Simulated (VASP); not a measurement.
Wanted: the native input for a VASP 6.6.1 run.

- Task: single point
- Functional: PBE
- Potentials or basis: VASP PAW PBE potentials, release 64 (Ag)
- Cutoff: 520 eV
- k mesh: 18 × 18 × 6
- Occupations: gaussian, width 0.15 eV
- Spin: no spin polarisation
- Dipole correction: no
- Further INCAR settings: ALGO = Fast; EDIFF = 1e-06; NBANDS = 30

The structure of Ag lies in POSCAR:

```
Ag
1.0
    2.8487129616      0.0000000000      0.0000000000
   -1.4243564808      2.4670577928      0.0000000000
    0.0000000000      0.0000000000      9.8504172480
Ag
4
Direct
    0.3333333333      0.6666666667      0.2500000000
    0.6666666667      0.3333333333      0.7500000000
    0.0000000000      0.0000000000      0.0000000000
    0.0000000000      0.0000000000      0.5000000000
```

This cell differs from its parent crystal: strain -0.030 along x and y, +0.030 along z.

These files were run (other wordings do the same):

INCAR

```
SYSTEM = Ag
PREC     = Accurate       ! precision mode
ENCUT    = 520            ! plane-wave cutoff, eV
EDIFF    = 1E-6           ! SCF threshold, eV
ISMEAR   = 0              ! smearing method
SIGMA    = 0.15           ! smearing width, eV
LREAL    = .FALSE.        ! projectors in reciprocal space
LASPH    = .TRUE.         ! aspherical terms in the spheres
NELM     = 60             ! most SCF steps
ALGO     = Fast           ! electronic algorithm
ISIF     = 2              ! what is computed and relaxed
LWAVE    = .FALSE.        ! write WAVECAR
LCHARG   = .FALSE.        ! write CHGCAR
GGA      = PE             ! functional
NBANDS   = 30             ! bands
```

KPOINTS

```
regular mesh
0
G
  18 18 6
  0 0 0
```

Potentials or basis: VASP PAW PBE potentials, release 64 (Ag).

Command:

```console
$ cat potpaw_PBE.64/Ag/POTCAR > POTCAR
$ mpirun -np 1 vasp_std > vasp.out
```

Results of the run:

The pressure is 3.5 GPa and the band gap on the k mesh is zero (band 22 reaches 12.01 eV, above the bottom of band 23 at 5.10 eV).

Caveat: the cell differs from its parent crystal (strain -0.030 along x and y, +0.030 along z).

Wall time 5 min on 1 thread of Intel(R) Xeon(R) Platinum 8259CL CPU @ 2.50GHz (Skylake/Cascade Lake), with other jobs on the host, peak memory 0.36 GiB.
